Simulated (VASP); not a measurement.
# Mg4O in VASP: a series of runs

Mg4O is run at these levels: LDA; tasks: single point.

Everything below comes from runs of VASP 6.6.1. Logs are shortened: lines on timing, memory, paths and dates and some standing lists are left out, and cuts for length are marked.

## (1) The cell of the first run

The cell holds a slab with vacuum, 5 atoms: a = 3.147 Å, b = 5.039 Å, c = 20.585 Å, α = 90.00°, β = 90.00°, γ = 90.00°.

## (2) Single point, LDA

The input, INCAR:

```
SYSTEM = Mg4O
PREC     = Accurate       ! precision mode
ENCUT    = 520            ! plane-wave cutoff, eV
EDIFF    = 1E-6           ! SCF threshold, eV
ISMEAR   = 0              ! smearing method
SIGMA    = 0.1            ! smearing width, eV
LREAL    = .FALSE.        ! projectors in reciprocal space
LASPH    = .TRUE.         ! aspherical terms in the spheres
NELM     = 60             ! most SCF steps
ALGO     = Normal         ! electronic algorithm
ISIF     = 2              ! what is computed and relaxed
LWAVE    = .FALSE.        ! write WAVECAR
LCHARG   = .FALSE.        ! write CHGCAR
LDIPOL   = .TRUE.       
IDIPOL   = 3            
DIPOL    = 0.5 0.5 0.311
GGA      = CA             ! functional
NBANDS   = 15             ! bands
```

The input, KPOINTS:

```
Automatic mesh
0
G
  8 5 1
  0 0 0
```

The input, POSCAR:

```
Mg4O
1.0
    3.1466128697      0.0000000000      0.0000000000
    0.0000000000      5.0388886589      0.0000000000
    0.0000000000      0.0000000000     20.5846139733
Mg O
4 1
Direct
    0.0000000000      0.7500000000      0.1943198937
    0.5000000000      0.2500000000      0.2384474589
    0.5000000000      0.7500000000      0.3306067122
    0.0000000000      0.2500000000      0.3684603453
    0.3750000000      0.6250000000      0.4214125164
```

Potentials or basis: VASP PAW LDA potentials, release 64 (Mg, O).

Command:

```
> cat potpaw_LDA.64/Mg/POTCAR potpaw_LDA.64/O/POTCAR > POTCAR
> mpirun -np 1 vasp_std > vasp.out
```

OUTCAR:

```text
SYSTEM = Mg4O
   PREC = Accurate
   ENCUT = 520
   EDIFF = 1E-6
   ISMEAR = 0
   LREAL = .FALSE.
   LASPH = .TRUE.
   NELM = 60
   ISIF = 2
   GGA = CA

 ion  position               nearest neighbor table
   1  0.000  0.750  0.194-   2 3.11   2 3.11   2 3.11   2 3.11   3 3.22   3 3.22
   2  0.500  0.250  0.238-   4 3.10   4 3.10   1 3.11   1 3.11   1 3.11   1 3.11   3 3.15   3 3.15

   3  0.500  0.750  0.331-   5 2.01   4 3.07   4 3.07   4 3.07   4 3.07   2 3.15   2 3.15   1 3.22
                             1 3.22
   4  0.000  0.250  0.368-   5 2.48   3 3.07   3 3.07   3 3.07   3 3.07   2 3.10   2 3.10
   5  0.375  0.625  0.421-   3 2.01   4 2.48

  LATTYP: Found a simple orthorhombic cell.
 ALAT       =     3.1466128697
 B/A-ratio  =     1.6013691126
 C/A-ratio  =     6.5418323848

  Lattice vectors:

 A1 = (   3.1466128697,   0.0000000000,   0.0000000000)
 A2 = (   0.0000000000,   5.0388886589,   0.0000000000)
 A3 = (   0.0000000000,   0.0000000000,  20.5846139733)

Analysis of symmetry for initial positions (statically):
=====================================================================
 Subroutine PRICEL returns:
 Original cell was already a primitive cell.

 Routine SETGRP: Setting up the symmetry group for a
 simple orthorhombic supercell.

 Subroutine GETGRP returns: Found  1 space group operations
 (whereof  1 operations were pure point group operations)
 out of a pool of  8 trial point group operations.

The static configuration has the point symmetry C_1 .

Analysis of symmetry for dynamics (positions and initial velocities):
=====================================================================
 Subroutine PRICEL returns:
 Original cell was already a primitive cell.

 Routine SETGRP: Setting up the symmetry group for a
 simple orthorhombic supercell.

 Subroutine GETGRP returns: Found  1 space group operations
 (whereof  1 operations were pure point group operations)
 out of a pool of  8 trial point group operations.

The dynamic configuration has the point symmetry C_1 .

 Subroutine INISYM returns: Found  1 space group operations
 (whereof  1 operations are pure point group operations),
 and found     1 'primitive' translations

----------------------------------------------------------------------------------------

                                     Primitive cell

  volume of cell :     326.3779

  direct lattice vectors                    reciprocal lattice vectors
     3.146612870  0.000000000  0.000000000     0.317802043  0.000000000  0.000000000
     0.000000000  5.038888659  0.000000000     0.000000000  0.198456459  0.000000000
[... 111 lines left out ...]
   LORBIT       =      0    0 simple, 1 ext, 2 COOP (PROOUT), +10 PAW based schemes
   GGA     = CA    functional components
   LHFCALC =     F    Hartree Fock is set to
   AEXX    =    0.0000 exact exchange contribution
   IVDW    =     0    specifies the selected vdW correction
   LEPSILON=     F    determine dielectric tensor
   LRPA    =     F    only Hartree local field effects (RPA)
 non-spin polarized calculation
 Gauss-broadening in eV      SIGMA  =   0.10
  energy-cutoff  :      520.00
  volume of cell :      326.38
 maximum number of plane-waves:      8852
 NGX is ok and might be reduce to    24
   NGX = 11   NGY = 19   NGZ = 77

 number of electron      14.0000001 magnetization

 dipolmoment           0.000000      0.000000      0.291708 electrons x Angstroem

 Free energy of the ion-electron system (eV)
  ---------------------------------------------------
  ext. energy  EPLUGINS =         0.00000000
  ---------------------------------------------------
  free energy    TOTEN  =       -12.64544918 eV

  energy without entropy =      -12.62780952  energy(sigma->0) =      -12.63662935

 E-fermi :  -3.1110     XC(G=0):  -3.4447

 val. band max:       -3.1413233321   @ k =   0.0000   0.4000   0.0000
 cond. band min:      -3.0905945127   @ k =   0.0000   0.2000   0.0000
 fundamental gap:      0.0507288194
 Fermi energy:        -3.1110144404

 k-point     1 :       0.0000    0.0000    0.0000
  band No.  band energies     occupation
      1     -18.5094      2.00000
      2      -9.2585      2.00000
      3      -6.7659      2.00000
      4      -5.0494      2.00000
      5      -4.5782      2.00000
      6      -3.7650      2.00000
      7      -3.2484      1.94802
      8      -3.1478      1.39691
      9      -2.7325      0.00000
     10      -1.0836      0.00000
     11      -0.4643      0.00000
     12       0.1344      0.00000
     13       0.8462      0.00000
     14       2.1571      0.00000
[... 347 lines left out ...]
      2      -5.4034      2.00000
      3      -5.1837      2.00000
      4      -4.7267      2.00000
      5      -4.4409      2.00000
      6      -4.1087      2.00000
      7      -3.4454      2.00000
      8      -3.2609      1.96599
      9      -1.8418      0.00000
     10      -1.5328      0.00000
     11      -0.7466      0.00000
     12      -0.4055      0.00000
     13       1.1528      0.00000
     14       1.5926      0.00000
     15       2.2113      0.00000

------------------------ aborting loop because EDIFF is reached ----------------------------------------

 vacuum level on the upper side and lower side of the slab       (xc-potential included)         1.554        -1.722

  FORCE on cell =-STRESS in cart. coord.  units (eV):
  Direction    XX          YY          ZZ          XY          YZ          ZX
  --------------------------------------------------------------------------------------
  -------------------------------------------------------------------------------------
  Total       -0.9089860     -5.1577411     -5.2387723     -0.3772264     -0.7659444     -0.2662863
  in kB       -4.4621787    -25.3191612    -25.7169407     -1.8517904     -3.7599927     -1.3071898
  external PRESSURE =     -18.4994269 kB  Pullay stress =       0.0000000 kB

 VOLUME and BASIS-vectors are now :
 -----------------------------------------------------------------------------
  energy-cutoff  :      520.00
  volume of cell :      326.38
      direct lattice vectors                 reciprocal lattice vectors
     3.146612870  0.000000000  0.000000000     0.317802043  0.000000000  0.000000000
     0.000000000  5.038888659  0.000000000     0.000000000  0.198456459  0.000000000
     0.000000000  0.000000000 20.584613973     0.000000000  0.000000000  0.048579973

 POSITION                                       TOTAL-FORCE (eV/Angst)
 -----------------------------------------------------------------------------------
      0.00000      3.77917      4.00000         0.002335     -0.030950      0.192579
      1.57331      1.25972      4.90835         0.017275     -0.028507     -0.081006
      1.57331      3.77917      6.80541        -0.066794     -0.421781      1.478427
      0.00000      1.25972      7.58461         0.289359      1.657172      1.731728
      1.17998      3.14931      8.67461        -0.242175     -1.175934     -3.321728
 -----------------------------------------------------------------------------------
    total drift:                               -0.000049     -0.000106      0.000171

  FREE ENERGIE OF THE ION-ELECTRON SYSTEM (eV)
  ---------------------------------------------------
  free  energy   TOTEN  =       -12.6454491756 eV

  energy  without entropy=      -12.6278095168  energy(sigma->0) =      -12.63662935

 vacuum level on the upper side and lower side of the slab         3.901         0.564
```

OSZICAR:

```text
N       E                     dE             d eps       ncg     rms          rms(c)
DAV:   1     0.717248326364E+02    0.71725E+02   -0.39084E+03   630   0.619E+02
DAV:   2     0.407241490889E+01   -0.67652E+02   -0.57586E+02   883   0.108E+02
DAV:   3    -0.167129754005E+02   -0.20785E+02   -0.20302E+02   832   0.642E+01
[... 19 lines left out ...]
DAV:  23    -0.126454343566E+02   -0.12101E-04   -0.13422E-05   777   0.112E-02    0.141E-02
DAV:  24    -0.126454412463E+02   -0.68897E-05   -0.98506E-06   804   0.102E-02    0.415E-03
DAV:  25    -0.126454469167E+02   -0.56704E-05   -0.85688E-07   628   0.379E-03    0.934E-04
DAV:  26    -0.126454487076E+02   -0.17909E-05   -0.21412E-07   644   0.176E-03    0.570E-04
DAV:  27    -0.126454491756E+02   -0.46797E-06   -0.12898E-07   574   0.117E-03
   1 F= -.12645449E+02 E0= -.12636629E+02  d E =-.176397E-01
```

It took 2.9 min on 1 thread of Intel Xeon 6975P-C, shared host; peak memory 0.35 GiB.

Results:

* Free energy: -12.6454 eV
* Largest force: 3.532 eV/Å
* Band gap on the k mesh: zero (bands 7 and 8 overlap by 0.48 eV)

Forces in eV/Å, atoms in the order of the input:
```
Mg   0.002 -0.031  0.193
Mg   0.017 -0.029 -0.081
Mg  -0.067 -0.422  1.478
Mg   0.289  1.657  1.732
O   -0.242 -1.176 -3.322
```

Levels at points of the mesh, in eV from the Fermi level:
| k point | band 3 | band 4 | band 5 | band 6 | band 7 | band 8 | band 9 | band 10 | band 11 | band 12 |
| --- | --- | --- | --- | --- | --- | --- | --- | --- | --- | --- |
| (0.00, 0.00, 0.00) | -3.65 | -1.94 | -1.47 | -0.65 | -0.14 | -0.04 | 0.38 | 2.03 | 2.65 | 3.25 |
| (0.50, 0.00, 0.00) | -2.61 | -1.72 | -1.28 | -1.21 | 0.25 | 0.74 | 2.63 | 2.82 | 3.19 | 3.34 |

## (3) Single point, LDA

The input, INCAR:

```
PREC = Accurate
ENCUT = 520
EDIFF = 1E-6
ISMEAR = 0
SIGMA = 0.1
LREAL = False
LASPH = True
NELM = 80
ALGO = Normal
ISIF = 2
LWAVE = False
LCHARG = True
LDIPOL = True
IDIPOL = 3
DIPOL = 0.5 0.5 0.318
LELF = True
LVHAR = True
LVACPOTAV = True
NBANDS = 15
```

The input, KPOINTS:

```
regular mesh
0
Gamma
  8 5 1
```

Edit POSCAR of step 2 so:

```diff
@@ -12,2 +12,2 @@
     0.0000000000      0.2500000000      0.3684603453
-    0.3750000000      0.6250000000      0.4214125164
+    0.3750000000      0.6250000000      0.4583332962
```

Potentials or basis: VASP PAW LDA potentials, release 64 (Mg, O).

Command:

```
> cat potpaw_LDA.64/Mg/POTCAR potpaw_LDA.64/O/POTCAR > POTCAR
> mpirun -np 1 vasp_std > vasp.out
```

Wall time 2.7 min (1 thread of Intel Xeon 6975P-C, shared host); peak memory 0.35 GiB.

The run converged. Its results:

```yaml
Free_energy: -9.8833 eV
Largest_force: 3.191 eV/Å
Band_gap_on_the_k_mesh: zero (bands 7 and 8 overlap by 0.32 eV)
```

Forces in eV/Å, atoms in the order of the input:
```
Mg   0.002 -0.015  0.264
Mg   0.017  0.016 -0.025
Mg  -0.135 -0.274  1.285
Mg   0.164  0.751  1.631
O   -0.048 -0.478 -3.155
```

Levels at points of the mesh, in eV from the Fermi level:
| k point | band 3 | band 4 | band 5 | band 6 | band 7 | band 8 | band 9 | band 10 | band 11 | band 12 |
| --- | --- | --- | --- | --- | --- | --- | --- | --- | --- | --- |
| (0.00, 0.00, 0.00) | -3.81 | -1.22 | -0.88 | -0.59 | -0.08 | 0.24 | 0.32 | 1.62 | 2.46 | 2.76 |
| (0.50, 0.00, 0.00) | -2.48 | -1.28 | -0.91 | -0.26 | 0.10 | 0.39 | 2.57 | 2.84 | 3.09 | 3.15 |

## (4) Single point, LDA

The input, INCAR:

```
SYSTEM = Mg4O
PREC = Accurate ; ENCUT = 520
EDIFF = 1E-6 ; ISMEAR = 0
SIGMA = 0.1 ; LREAL = .FALSE.
LASPH = .TRUE. ; NELM = 60
ALGO = Normal ; ISIF = 2
LWAVE = .FALSE. ; LCHARG = .FALSE.
LDIPOL = .TRUE. ; IDIPOL = 3
DIPOL = 0.5 0.5 0.326 ; NBANDS = 15
```

The input, KPOINTS:

```
regular mesh
0
G
  8 5 1
  0 0 0
```

Edit POSCAR of step 3 so:

```diff
@@ -12,2 +12,2 @@
     0.0000000000      0.2500000000      0.3684603453
-    0.3750000000      0.6250000000      0.4583332962
+    0.3750000000      0.6250000000      0.4962256755
```

Potentials or basis: VASP PAW LDA potentials, release 64 (Mg, O).

Command:

```
> cat potpaw_LDA.64/Mg/POTCAR potpaw_LDA.64/O/POTCAR > POTCAR
> mpirun -np 1 vasp_std > vasp.out
```

OUTCAR:

```text
SYSTEM = Mg4O
   PREC = Accurate
   ENCUT = 520
   EDIFF = 1E-6
   ISMEAR = 0
   LREAL = .FALSE.
   LASPH = .TRUE.
   NELM = 60
   ISIF = 2

 ion  position               nearest neighbor table
   1  0.000  0.750  0.194-   2 3.11   2 3.11   2 3.11   2 3.11   3 3.22   3 3.22
   2  0.500  0.250  0.238-   4 3.10   4 3.10   1 3.11   1 3.11   1 3.11   1 3.11   3 3.15   3 3.15

   3  0.500  0.750  0.331-   4 3.07   4 3.07   4 3.07   4 3.07   2 3.15   2 3.15   1 3.22   1 3.22

   4  0.000  0.250  0.368-   3 3.07   3 3.07   3 3.07   3 3.07   2 3.10   2 3.10
   5  0.375  0.625  0.496-
[... 583 lines left out ...]
  -------------------------------------------------------------------------------------
  Total       -2.1875003     -1.7092706     -5.4506898     -0.1071213     -0.4454656     -0.1161109
  in kB      -10.7383587     -8.3907467    -26.7572360     -0.5258543     -2.1867741     -0.5699840
  external PRESSURE =     -15.2954471 kB  Pullay stress =       0.0000000 kB

 VOLUME and BASIS-vectors are now :
 -----------------------------------------------------------------------------
  energy-cutoff  :      520.00
  volume of cell :      326.38
      direct lattice vectors                 reciprocal lattice vectors
     3.146612870  0.000000000  0.000000000     0.317802043  0.000000000  0.000000000
     0.000000000  5.038888659  0.000000000     0.000000000  0.198456459  0.000000000
     0.000000000  0.000000000 20.584613973     0.000000000  0.000000000  0.048579973

 POSITION                                       TOTAL-FORCE (eV/Angst)
 -----------------------------------------------------------------------------------
      0.00000      3.77917      4.00000         0.001597     -0.028422      0.251051
      1.57331      1.25972      4.90835         0.013363      0.020659     -0.004499
      1.57331      3.77917      6.80541        -0.032903     -0.051650      0.382650
      0.00000      1.25972      7.58461         0.056140      0.261970      1.003819
      1.17998      3.14931     10.21461        -0.038197     -0.202556     -1.633020
 -----------------------------------------------------------------------------------
    total drift:                                0.000010     -0.000036      0.000452

  FREE ENERGIE OF THE ION-ELECTRON SYSTEM (eV)
  ---------------------------------------------------
  free  energy   TOTEN  =        -8.0407920592 eV

  energy  without entropy=       -7.9958156929  energy(sigma->0) =       -8.01830388

 vacuum level on the upper side and lower side of the slab         5.199         0.086
```

stdout:

```text
POSCAR found type information on POSCAR MgO
 POSCAR found :  2 types and       5 ions
 scaLAPACK will be used
 LDA part: xc-table for (Slater(with rela. corr.)+CA(PZ))
 , standard interpolation
 POSCAR, INCAR and KPOINTS ok, starting setup
 FFT: planning ... GRIDC
 FFT: planning ... GRID_SOFT
 FFT: planning ... GRID
 WAVECAR not read
 entering main loop
```

Run time: 3.2 min. Hardware: 1 thread of Intel Xeon 6975P-C, shared host; peak memory 0.35 GiB.

What came out:

* Free energy: -8.0408 eV
* Largest force: 1.646 eV/Å
* Band gap on the k mesh: zero (bands 7 and 8 overlap by 0.20 eV)

Forces on the atoms (eV/Å):
```
Mg   0.002 -0.028  0.251
Mg   0.013  0.021 -0.004
Mg  -0.033 -0.052  0.383
Mg   0.056  0.262  1.004
O   -0.038 -0.203 -1.633
```

## (5) Single point, LDA

The input, INCAR:

```
ALGO     = Normal         # electronic algorithm
DIPOL    = 0.5 0.5 0.337
EDIFF    = 1E-6           # SCF threshold, eV
ENCUT    = 520            # plane-wave cutoff, eV
GGA      = CA             # functional
IDIPOL   = 3            
ISIF     = 2              # what is computed and relaxed
ISMEAR   = 0              # smearing method
LASPH    = T              # aspherical terms in the spheres
LCHARG   = F              # write CHGCAR
LDIPOL   = T            
LREAL    = F              # projectors in reciprocal space
LWAVE    = F              # write WAVECAR
NBANDS   = 15             # bands
NELM     = 80             # most SCF steps
PREC     = Accurate       # precision mode
SIGMA    = 0.1            # smearing width, eV
```

The input, KPOINTS:

```
k-points
0
Gamma
  8 5 1
```

Edit POSCAR of step 4 so:

```diff
@@ -12,2 +12,2 @@
     0.0000000000      0.2500000000      0.3684603453
-    0.3750000000      0.6250000000      0.4962256755
+    0.3750000000      0.6250000000      0.5545216436
```

Command:

```
> cat potpaw_LDA.64/Mg/POTCAR potpaw_LDA.64/O/POTCAR > POTCAR
> mpirun -np 1 vasp_std > vasp.out
```

Wall time 3.8 min (1 thread of Intel Xeon 6975P-C, shared host); peak memory 0.35 GiB.

The run converged. Its results:

```yaml
Free_energy: -6.9181 eV
Largest_force: 0.459 eV/Å
Band_gap_on_the_k_mesh: zero (bands 7 and 8 overlap by 0.14 eV)
```

Forces in eV/Å, atoms in the order of the input:
```
Mg   0.000 -0.008  0.264
Mg   0.002  0.008 -0.041
Mg  -0.002 -0.003 -0.035
Mg   0.006  0.040  0.270
O   -0.006 -0.036 -0.457
```

Levels at points of the mesh, in eV from the Fermi level:
| k point | band 5 | band 6 | band 7 | band 8 | band 9 | band 10 |
| --- | --- | --- | --- | --- | --- | --- |
| (0.00, 0.00, 0.00) | -0.82 | -0.20 | -0.15 | -0.09 | 0.32 | 1.25 |
| (0.50, 0.00, 0.00) | -0.53 | -0.15 | 0.03 | 0.06 | 2.49 | 2.65 |

(Part 1 of 2 ends here.)

The gap in the log of VASP goes by the Fermi energy; the results here count the filled bands.